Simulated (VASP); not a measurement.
Set up this calculation in VASP 6.6.1, as the native input.

```yaml
Task: single point
Functional: b88 exchange, pbe correlation
Potentials_or_basis: VASP PAW PBE potentials, release 64 (Mg)
Cutoff: 600 eV
k_mesh: 10 × 10 × 5
Occupations: fermi-dirac, width 0.05 eV
Spin: no spin polarisation
Dipole_correction: no
Further_INCAR_settings: ALGO = Normal; EDIFF = 1e-06; NBANDS = 9
```

The structure of Mg lies in POSCAR:

```
Mg
1.0
    3.1437856987      0.0000000000      0.0000000000
   -1.5718928494      2.7225982792      0.0000000000
    0.0000000000      0.0000000000      5.1039375022
Mg
2
Direct
    0.6666666667      0.3333333333      0.7500000000
    0.3333333333      0.6666666667      0.2500000000
```

The input as run:

INCAR

```
SYSTEM = Mg
PREC = Accurate ; ENCUT = 600
EDIFF = 1E-6 ; ISMEAR = -1
SIGMA = 0.05 ; LREAL = .False.
LASPH = .True. ; NELM = 120
ALGO = Normal ; ISIF = 2
LWAVE = .False. ; LCHARG = .True.
GGA = LIBXC ; LIBXC1 = GGA_X_B88
LIBXC2 = GGA_C_PBE ; LELF = .True.
LVHAR = .True. ; NBANDS = 9
GGA_COMPAT = .False.
```

KPOINTS

```
Automatic mesh
0
Gamma
  10 10 5
  0 0 0
```

Potentials or basis: VASP PAW PBE potentials, release 64 (Mg).

Run with:

```console
$ cat potpaw_PBE.64/Mg/POTCAR > POTCAR
$ mpirun -np 1 vasp_std > vasp.out
```

Results of the run:

```
Pressure               : 2.3 GPa
Band gap on the k mesh : zero (bands 2 and 3 overlap by 1.88 eV)
```

Caveat: the PAW data sets were made with another functional, which shifts forces and pressure a little.

Wall time 15 s on 1 thread of Intel(R) Xeon(R) Platinum 8488C (Sapphire Rapids), with other jobs on the host, peak memory 0.17 GiB.
